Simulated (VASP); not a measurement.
Runs of VASP 6.6.1 on SrO. The structure is that of space group Fm-3m (No. 225), or close to it. The cells are those of the table. 

| task | cell | cutoff (eV) | gap on the mesh (eV) | pressure (GPa) |
| --- | --- | --- | --- | --- |
| single point | a = 3.673 Å, angles 60.0°, 2 atoms | 520 | 3.28 | 0.5 |
| single point | a = 3.745 Å, angles 60.0°, 2 atoms | 520 | 3.30 | -3.9 |
| relaxation of cell and atoms | relaxed from a = 3.629 Å, angles 60.0°, 2 atoms | 600 | 3.28 | 0.0 |
| single point | a = 3.710 Å, angles 60.0°, 2 atoms | 520 | 3.29 | (a) |
| single point | a = 3.629 Å, angles 60.0°, 2 atoms | 520 | 3.26 | 3.9 |
| single point | a = 3.792 Å, angles 60.0°, 2 atoms | 520 | 3.15 | (b) |
| single point | a = 3.598 Å, angles 60.0°, 2 atoms | 520 | 3.24 | 6.7 |

Alike in all rows: level PBE; potentials or basis VASP PAW PBE potentials, release 64 (Sr_sv, O); no spin polarisation; k mesh 8 × 8 × 8; smearing gaussian 0.02 eV.

Estimate the missing entries.

(a) -1.9; (b) -6.2.

A k mesh can miss the band edges, and the runs leave out spin-orbit coupling on Sr.
